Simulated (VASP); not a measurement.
A run of VASP 6.6.1 is set up as follows.

INCAR

```
SYSTEM = BN
ALGO = Normal
EDIFF = 1E-6
ENCUT = 520
GGA = PE
ISIF = 2
ISMEAR = 0
LASPH = .True.
LCHARG = .False.
LREAL = .False.
LWAVE = .False.
NBANDS = 26
NELM = 80
PREC = Accurate
SIGMA = 0.1
```

File KPOINTS:

```
k-points
0
Gamma
  6 6 14
  0 0 0
```

File POSCAR:

```
BN
1.0
    6.3999689253      0.0000000000      0.0000000000
   -3.1999844627      5.5425356727      0.0000000000
    0.0000000000      0.0000000000      2.5095917080
B N
4 4
Direct
    0.5335670175      0.0671340351      0.0000000000
    0.9328659649      0.4664329825      0.0000000000
    0.5335670175      0.4664329825      0.0000000000
    0.3333333333      0.6666666667      0.5000000000
    0.4681225616      0.9362451233      0.5000000000
    0.0637548767      0.5318774384      0.5000000000
    0.4681225616      0.5318774384      0.5000000000
    0.6666666667      0.3333333333      0.0000000000
```

Potentials or basis: VASP PAW PBE potentials, release 64 (B, N).

Run with:

```bash
$ cat potpaw_PBE.64/B/POTCAR potpaw_PBE.64/N/POTCAR > POTCAR
$ mpirun -np 1 vasp_std > vasp.out
```

Q: Predict the largest force.

A: 0.008 eV/Å.

Q: What does it give for the pressure?

A: 0.0 GPa.

Forces in eV/Å, atoms in the order of the input:
```
B    0.000 -0.008  0.000
B    0.007  0.004  0.000
B   -0.007  0.004  0.000
B    0.000  0.000  0.000
N    0.000  0.001  0.000
N   -0.001  0.000  0.000
N    0.001  0.000  0.000
N    0.000  0.000  0.000
```
